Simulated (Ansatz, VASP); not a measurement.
# One calculation of WC, two programs

INCAR

```
ALGO = Normal
EDIFF = 1E-6
ENCUT = 520
GGA = PS
ISIF = 2
ISMEAR = 0
LASPH = True
LCHARG = False
LREAL = False
LWAVE = False
NBANDS = 16
NELM = 80
PREC = Accurate
SIGMA = 0.15
```

File KPOINTS:

```
k-points
0
Gamma
  18 18 18
```

File POSCAR:

```
WC
1.0
    0.0000000000      2.1049766400      2.1926840000
    2.1049766400      0.0000000000      2.1926840000
    2.1049766400      2.1049766400      0.0000000000
W C
1 1
Direct
    0.0000000000      0.0000000000      0.0000000000
    0.5000000000      0.5000000000      0.5000000000
```

Input for Ansatz:

```yaml
crystal:
  lattice:
    - [0.0, 2.10497664, 2.192684]
    - [2.10497664, 0.0, 2.192684]
    - [2.10497664, 2.10497664, 0.0]
  atoms:
    - { symbol: W, position: [0.0, 0.0, 0.0] }
    - { symbol: C, position: [0.5, 0.5, 0.5] }
basis:
  ecutwfc: 420
kpoints:
  mp_grid: { grid: [18, 18, 18] }
hamiltonian:
  xc: pbesol
scf:
  occupations: { method: gaussian, width: 0.15 }
output:
  forces: true
  stress: true
  eigenvalues: true
```

Change from the starting cell: strain -0.040 along x and y, +0.000 along z, atoms carried along.

Alike in both runs: task single point; functional PBEsol; k mesh 18 × 18 × 18; occupations gaussian, width 0.15 eV; no spin polarisation.

```csv
,VASP,Ansatz
version,VASP 6.6.1,Ansatz 0.2.0
potentials or method,"VASP PAW PBE potentials, release 64 (W_sv, C), cutoff 520 eV","scalar-relativistic, plane waves, PAW"
valence electrons in the cell,18,18
```

```csv
,VASP,Ansatz,Ansatz less VASP
gap on the k mesh at the Fermi level (eV),none,none,-
pressure (GPa),26.7,25.3,-1.44
"traceless stress, the component that is largest in VASP (GPa)",-20.91,-20.77,+0.140
```

VASP's potentials were made for PBE, not for PBEsol. A gap of «none» marks a metal or a gap that the smearing closes. With one functional, cell and mesh, what is left measures potentials, basis and numerics.

Neither program's run includes spin-orbit coupling.
